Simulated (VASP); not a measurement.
# Cu16N in VASP: single point with PBE

Aim: the single point of Cu16N with PBE.

Everything below comes from runs of VASP 6.6.1. Logs are shortened: lines on timing, memory, paths and dates and some standing lists are left out, and cuts for length are marked.

**1. The cell of the first run**

The cell holds a slab with vacuum, 17 atoms: a = 7.220 Å, b = 5.105 Å, c = 16.829 Å, α = 90.00°, β = 90.00°, γ = 90.00°.

**2. Single point, PBE**

The input, INCAR:

```
PREC = Accurate
ENCUT = 520
EDIFF = 1E-7
ISMEAR = -1
SIGMA = 0.1
LREAL = Auto
LASPH = T
NELM = 100
ALGO = Normal
ISIF = 2
LWAVE = F
LCHARG = F
GGA = PE
NBANDS = 104
```

The input, KPOINTS:

```
regular mesh
0
Gamma
  2 3 1
```

The input, POSCAR:

```
Cu16N
1.0
    7.2200000000      0.0000000000      0.0000000000
    0.0000000000      5.1053110000      0.0000000000
    0.0000000000      0.0000000000     16.8289830000
Cu N
16 1
Direct
    0.2500000000      0.2500000000      0.0594213000
    0.7500000000      0.2500000000      0.0594213000
    0.2500000000      0.7500000000      0.0594213000
    0.7500000000      0.7500000000      0.0594213000
    0.0161489147      0.0017790347      0.1342436658
    0.4836208312      0.0017553932      0.1342409070
    0.0161401166      0.4985844092      0.1342535338
    0.4836077891      0.4985494136      0.1342804039
    0.2495022818      0.2503945508      0.2401337422
    0.7497546902      0.2503714292      0.2015623581
    0.2494609709      0.7503808350      0.2304196624
    0.7499651153      0.7503552974      0.1952482119
   -0.0403556065     -0.0001803276      0.2889676400
    0.5394201750     -0.0003153966      0.2888013477
   -0.0403907125      0.5012171999      0.2889709116
    0.5393637110      0.5012082736      0.2887929713
    0.7493967241      0.7505098207      0.3104334017
```

Potentials or basis: VASP PAW PBE potentials, release 64 (Cu, N).

Launch:

```
cat potpaw_PBE.64/Cu/POTCAR potpaw_PBE.64/N/POTCAR > POTCAR
mpirun -np 1 vasp_std > vasp.out
```

OUTCAR:

```text
PREC = Accurate
   ENCUT = 520
   EDIFF = 1E-7
   ISMEAR = -1
   LREAL = Auto
   LASPH = T
   NELM = 100
   ISIF = 2
   GGA = PE

 ion  position               nearest neighbor table
   1  0.250  0.250  0.059-   6 2.46   8 2.46   5 2.46   7 2.46   3 2.55   3 2.55
   2  0.750  0.250  0.059-  10 2.39   4 2.55   4 2.55   5 2.62   7 2.62   6 2.62   8 2.63
   3  0.250  0.750  0.059-   8 2.47   6 2.47   7 2.47   5 2.47   1 2.55   1 2.55
   4  0.750  0.750  0.059-  12 2.29   2 2.55   2 2.55   7 2.63   5 2.63   8 2.63   6 2.63
   5  0.016  0.002  0.134-   1 2.46   3 2.47  12 2.53   7 2.54  10 2.57   7 2.57   2 2.62   4 2.63
                            13 2.64  11 2.67   9 2.76
   6  0.484  0.002  0.134-   1 2.46   3 2.47  12 2.53   8 2.54  10 2.57   8 2.57   2 2.62  14 2.63
                             4 2.63  11 2.67   9 2.76
   7  0.016  0.499  0.134-   1 2.46   3 2.47  12 2.53   5 2.54  10 2.57   5 2.57   2 2.62   4 2.63
                            15 2.64  11 2.67   9 2.76
   8  0.484  0.499  0.134-   1 2.46   3 2.47  12 2.53   6 2.54  10 2.57   6 2.57   2 2.63  16 2.63
                             4 2.63  11 2.67   9 2.76
   9  0.250  0.250  0.240-  11 2.56  11 2.56  16 2.59  14 2.59  13 2.59  15 2.59   7 2.76   5 2.76
                             8 2.76   6 2.76
  10  0.750  0.250  0.202-   2 2.39  13 2.47  15 2.47  14 2.47  16 2.47  12 2.55  12 2.55   8 2.57
                             6 2.57   7 2.57   5 2.57
  11  0.249  0.750  0.230-   9 2.56   9 2.56  16 2.64  14 2.64  15 2.64  13 2.64   5 2.67   7 2.67
                             6 2.67   8 2.67
  12  0.750  0.750  0.195-  17 1.94   4 2.29   5 2.53  15 2.53   7 2.53   6 2.53  13 2.53   8 2.53
                            16 2.53  14 2.53  10 2.55  10 2.55
  13  0.960  1.000  0.289-  17 2.01  10 2.47  12 2.53  15 2.55  15 2.56   9 2.59   5 2.64  11 2.64

  14  0.539  1.000  0.289-  17 2.01  10 2.47  12 2.53  16 2.54  16 2.56   9 2.59   6 2.63  11 2.64

  15  0.960  0.501  0.289-  17 2.01  10 2.47  12 2.53  13 2.55  13 2.56   9 2.59   7 2.64  11 2.64

  16  0.539  0.501  0.289-  17 2.01  10 2.47  12 2.53  14 2.54  14 2.56   9 2.59   8 2.63  11 2.64

  17  0.749  0.751  0.310-  12 1.94  14 2.01  16 2.01  15 2.01  13 2.01

  LATTYP: Found a simple orthorhombic cell.
 ALAT       =     5.1053110000
 B/A-ratio  =     1.4142135513
 C/A-ratio  =     3.2963678413

  Lattice vectors:

 A1 = (   0.0000000000,  -5.1053110000,   0.0000000000)
 A2 = (   7.2200000000,   0.0000000000,   0.0000000000)
 A3 = (   0.0000000000,   0.0000000000,  16.8289830000)

Analysis of symmetry for initial positions (statically):
=====================================================================
 Subroutine PRICEL returns:
 Original cell was already a primitive cell.

 Routine SETGRP: Setting up the symmetry group for a
 simple orthorhombic supercell.

 Subroutine GETGRP returns: Found  1 space group operations
 (whereof  1 operations were pure point group operations)
 out of a pool of  8 trial point group operations.

The static configuration has the point symmetry C_1 .

Analysis of symmetry for dynamics (positions and initial velocities):
=====================================================================
 Subroutine PRICEL returns:
 Original cell was already a primitive cell.

 Routine SETGRP: Setting up the symmetry group for a
 simple orthorhombic supercell.

 Subroutine GETGRP returns: Found  1 space group operations
 (whereof  1 operations were pure point group operations)
 out of a pool of  8 trial point group operations.

The dynamic configuration has the point symmetry C_1 .

 Subroutine INISYM returns: Found  1 space group operations
 (whereof  1 operations are pure point group operations),
 and found     1 'primitive' translations

----------------------------------------------------------------------------------------

                                     Primitive cell

  volume of cell :     620.3221

  direct lattice vectors                    reciprocal lattice vectors
     7.220000000  0.000000000  0.000000000     0.138504155  0.000000000  0.000000000
     0.000000000  5.105311000  0.000000000     0.000000000  0.195874453  0.000000000
     0.000000000  0.000000000 16.828983000     0.000000000  0.000000000  0.059421297

  length of vectors
     7.220000000  5.105311000 16.828983000     0.138504155  0.195874453  0.059421297

  position of ions in fractional coordinates (direct lattice)
     0.250000000  0.250000000  0.059421300
     0.750000000  0.250000000  0.059421300
     0.250000000  0.750000000  0.059421300
     0.750000000  0.750000000  0.059421300
     0.016148915  0.001779035  0.134243666
     0.483620831  0.001755393  0.134240907
[... 9 lines left out ...]
     0.539363711  0.501208274  0.288792971
     0.749396724  0.750509821  0.310433402

  ion indices of the primitive-cell ions
   primitive index   ion index
                 1           1
                 2           2
                 3           3
                 4           4
                 5           5
                 6           6
[... 9 lines left out ...]
                16          16
                17          17

----------------------------------------------------------------------------------------

 KPOINTS: regular mesh

Automatic generation of k-mesh.
 Grid dimensions read from file:
 generate k-points for:    2    3    1

 Generating k-lattice:

  Cartesian coordinates                     Fractional coordinates (reciprocal lattice)
     0.069252078  0.000000000  0.000000000     0.500000000  0.000000000  0.000000000
     0.000000000  0.065291484  0.000000000     0.000000000  0.333333333  0.000000000
     0.000000000  0.000000000  0.059421297     0.000000000  0.000000000  1.000000000

  Length of vectors
     0.069252078  0.065291484  0.059421297

  Shift w.r.t. Gamma in fractional coordinates (k-lattice)
     0.000000000  0.000000000  0.000000000

 Subroutine IBZKPT returns following result:
 ===========================================

 Found      4 irreducible k-points:

 Following reciprocal coordinates:
            Coordinates               Weight
  0.000000  0.000000  0.000000      1.000000
  0.500000  0.000000  0.000000      1.000000
  0.000000  0.333333  0.000000      2.000000
  0.500000  0.333333  0.000000      2.000000
   k-points           NKPTS =      4   k-points in BZ     NKDIM =      4   number of bands    NBANDS=    104
   number of dos      NEDOS =    301   number of ions     NIONS =     17
   total plane-waves  NPLWV = 272160
   dimension x,y,z NGX =    54 NGY =   40 NGZ =  126
   dimension x,y,z NGXF=   108 NGYF=   80 NGZF=  252
   ions per type =              16   1
   NGX,Y,Z   is equivalent  to a cutoff of  12.43, 13.03, 12.45 a.u.
   NGXF,Y,Z  is equivalent  to a cutoff of  24.87, 26.05, 24.89 a.u.
 SYSTEM =  unknown system
   PREC   = accura    normal or accurate (medium, high low for compatibility)
   ISTART =      0    job   : 0-new  1-cont  2-samecut
   ICHARG =      2    charge: 1-file 2-atom 10-const
   ISPIN  =      1    spin polarized calculation?
   LNONCOLLINEAR =      F non collinear calculations
   LSORBIT =      F    spin-orbit coupling
   LASPH  =      T    aspherical Exc in radial PAW
   ENCUT  =  520.0 eV  38.22 Ry    6.18 a.u.  13.42  9.49 31.29*2*pi/ulx,y,z
   NELM   =    100;   NELMIN=  2; NELMDL= -5     # of ELM steps
   EDIFF  = 0.1E-06   stopping-criterion for ELM
   LREAL  =      T    real-space projection
   EDIFFG = 0.1E-05   stopping-criterion for IOM
   NSW    =      0    number of steps for IOM
   IBRION =     -1    ionic relax: 0-MD 1-quasi-New 2-CG
   NFREE  =      0    steps in history (QN), initial steepest desc. (CG)
   ISIF   =      2    stress and relaxation
   ISYM   =      2    0-nonsym 1-usesym 2-fastsym
   POTIM  = 0.5000    time-step for ionic-motion
   TEBEG  =    0.0;   TEEND  =   0.0 temperature during run
   PSTRESS=    0.0 pullay stress
   NELECT =     181.0000    total number of electrons
   NUPDOWN=      -1.0000    fix difference up-down
   EMIN   =  10.00;   EMAX   =-10.00  energy-range for DOS
   EFERMI =   0.00;   METHOD = LEGACY
   ISMEAR =    -1;   SIGMA  =   0.10  broadening in eV -4-tet -1-fermi 0-gaus
   EFERMI_NEDOS =   21; number of points for ismear=-14 and -15
   IALGO  =     38    algorithm
   IMIX   =      4    mixing-type and parameters
     AMIX     =   0.40;   BMIX     =  1.00
     AMIX_MAG =   1.60;   BMIX_MAG =  1.00
  volume/ion in A,a.u.               =      36.49       246.24
  Fermi-wavevector in a.u.,A,eV,Ry     =   1.085830  2.051922 16.041640  1.179027
  Thomas-Fermi vector in A             =   2.221953
   LORBIT       =      0    0 simple, 1 ext, 2 COOP (PROOUT), +10 PAW based schemes
   GGA     = PE    functional components
   LHFCALC =     F    Hartree Fock is set to
   AEXX    =    0.0000 exact exchange contribution
   IVDW    =     0    specifies the selected vdW correction
   LEPSILON=     F    determine dielectric tensor
   LRPA    =     F    only Hartree local field effects (RPA)
 non-spin polarized calculation
  energy-cutoff  :      520.00
  volume of cell :      620.32
 maximum number of plane-waves:     16767
 NGX is ok and might be reduce to    54
   NGX = 27   NGY = 19   NGZ = 63

 number of electron     180.9999985 magnetization

 Free energy of the ion-electron system (eV)
  ---------------------------------------------------
  ext. energy  EPLUGINS =         0.00000000
  ---------------------------------------------------
  free energy    TOTEN  =       -59.77599713 eV

  energy without entropy =      -59.52666960  energy(sigma->0) =      -59.65133336

 E-fermi :  -0.6229     XC(G=0):  -5.1630

 val. band max:       -0.6633469214   @ k =   0.0000   0.3333   0.0000
 cond. band min:      -0.5878672185   @ k =   0.5000   0.3333   0.0000
 fundamental gap:      0.0754797030
 Fermi energy:        -0.6229222710

 k-point     1 :       0.0000    0.0000    0.0000
  band No.  band energies     occupation
      1     -15.3442      2.00000
      2      -8.6280      2.00000
      3      -6.9040      2.00000
      4      -6.3529      2.00000
      5      -6.0952      2.00000
      6      -6.0131      2.00000
[... 94 lines left out ...]
    101       2.9625      0.00000
    102       3.4060      0.00000

 k-point     2 :       0.5000    0.0000    0.0000
  band No.  band energies     occupation
      1     -15.3424      2.00000
      2      -8.0863      2.00000
      3      -7.9489      2.00000
      4      -6.7024      2.00000
      5      -6.0981      2.00000
      6      -5.6588      2.00000
[... 94 lines left out ...]
    101       2.4053      0.00000
    102       2.5061      0.00000

 k-point     3 :       0.0000    0.3333    0.0000
  band No.  band energies     occupation
      1     -15.3240      2.00000
      2      -8.0646      2.00000
      3      -6.7256      2.00000
      4      -6.6054      2.00000
      5      -6.0865      2.00000
      6      -5.8841      2.00000
[... 94 lines left out ...]
    101       2.8321      0.00000
    102       3.5256      0.00000

 k-point     4 :       0.5000    0.3333    0.0000
  band No.  band energies     occupation
      1     -15.3229      2.00000
      2      -7.5879      2.00000
      3      -7.3462      2.00000
      4      -6.5141      2.00000
      5      -6.4140      2.00000
      6      -5.8844      2.00000
[... 94 lines left out ...]
    101       2.8360      0.00000
    102       3.1378      0.00000
 [bands above 102 left out]

------------------------ aborting loop because EDIFF is reached ----------------------------------------

  FORCE on cell =-STRESS in cart. coord.  units (eV):
  Direction    XX          YY          ZZ          XY          YZ          ZX
  --------------------------------------------------------------------------------------
  -------------------------------------------------------------------------------------
  Total       -9.9576409     -6.2121351      0.5614531     -0.0021925     -0.0156096      0.0400146
  in kB      -25.7187448    -16.0447962      1.4501294     -0.0056629     -0.0403167      0.1033504
  external PRESSURE =     -13.4378039 kB  Pullay stress =       0.0000000 kB

 VOLUME and BASIS-vectors are now :
 -----------------------------------------------------------------------------
  energy-cutoff  :      520.00
  volume of cell :      620.32
      direct lattice vectors                 reciprocal lattice vectors
     7.220000000  0.000000000  0.000000000     0.138504155  0.000000000  0.000000000
     0.000000000  5.105311000  0.000000000     0.000000000  0.195874453  0.000000000
     0.000000000  0.000000000 16.828983000     0.000000000  0.000000000  0.059421297

 POSITION                                       TOTAL-FORCE (eV/Angst)
 -----------------------------------------------------------------------------------
      1.80500      1.27633      1.00000        -0.004036      0.002700     -0.112618
      5.41500      1.27633      1.00000        -0.001660     -0.000014      0.118554
      1.80500      3.82898      1.00000        -0.003407      0.001751      0.147144
      5.41500      3.82898      1.00000        -0.001982     -0.000150     -0.327895
      0.11660      0.00908      2.25918         0.002252      0.000027      0.007149
      3.49174      0.00896      2.25914        -0.000923     -0.001588      0.007867
[... 9 lines left out ...]
      3.89421      2.55882      4.86009        -0.014768     -0.030790      0.032104
      5.41064      3.83159      5.22428         0.003867     -0.001132      0.080730
 -----------------------------------------------------------------------------------
    total drift:                               -0.000346      0.003074      0.007528

  FREE ENERGIE OF THE ION-ELECTRON SYSTEM (eV)
  ---------------------------------------------------
  free  energy   TOTEN  =       -59.7759971298 eV

  energy  without entropy=      -59.5266695991  energy(sigma->0) =      -59.65133336
```

Run time: 13 min. Hardware: 1 thread of Intel Xeon Platinum 8559C (Emerald Rapids), shared host; peak memory 0.64 GiB.

What came out:

| Quantity | Value |
| --- | --- |
| Free energy | -59.7760 eV |
| Largest force | 0.328 eV/Å |
| Band gap on the k mesh | zero (an odd number of electrons rules out a gap without spin polarisation) |

Forces in eV/Å, atoms in the order of the input:
```
Cu  -0.004  0.003 -0.113
Cu  -0.002  0.000  0.119
Cu  -0.003  0.002  0.147
Cu  -0.002  0.000 -0.328
Cu   0.002  0.000  0.007
Cu  -0.001 -0.002  0.008
Cu   0.003 -0.002  0.007
Cu  -0.002  0.001  0.006
Cu   0.000  0.000  0.004
Cu   0.002  0.001  0.001
Cu   0.002  0.000  0.001
Cu  -0.004  0.001 -0.063
Cu   0.018  0.028  0.030
Cu  -0.017  0.031  0.031
Cu   0.019 -0.031  0.030
Cu  -0.015 -0.031  0.032
N    0.004 -0.001  0.081
```

Caveat: the k points lie up to 0.44 Å⁻¹ apart, too coarse for converged energies and pressures of a metal; there is no dipole correction, which matters where the two faces differ.

The gap in the log of VASP goes by the Fermi energy; the results here count the filled bands.